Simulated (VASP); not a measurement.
A run of VASP 6.6.1:

INCAR

```
SYSTEM = SiC
PREC = Accurate ; ENCUT = 520
EDIFF = 1E-6 ; ISMEAR = 0
SIGMA = 0.01 ; LREAL = .False.
LASPH = .True. ; NELM = 60
ALGO = Normal ; ISIF = 2
LWAVE = .False. ; LCHARG = .False.
GGA = PE ; NBANDS = 11
```

The input KPOINTS:

```
Automatic mesh
0
Gamma
  6 6 6
  0 0 0
```

File POSCAR:

```
SiC
1.0
    0.0000000000      2.2216133981      2.1493611453
    2.2216133981      0.0000000000      2.1493611453
    2.2216133981      2.2216133981      0.0000000000
Si C
1 1
Direct
    0.0000000000      0.0000000000      0.0000000000
    0.2500000000      0.2500000000      0.2500000000
```

Potentials or basis: VASP PAW PBE potentials, release 64 (Si, C).

Command:

```bash
$ cat potpaw_PBE.64/Si/POTCAR potpaw_PBE.64/C/POTCAR > POTCAR
$ mpirun -np 1 vasp_std > vasp.out
```

Hardware: 1 thread of Intel Xeon 8259CL, with other jobs on the host.

Q: Estimate the wall time of this run.

A: Wall time 8 s on 1 thread of Intel Xeon 8259CL, on a shared host, peak memory 0.13 GiB. Counts: scf iterations 12, k points 30.
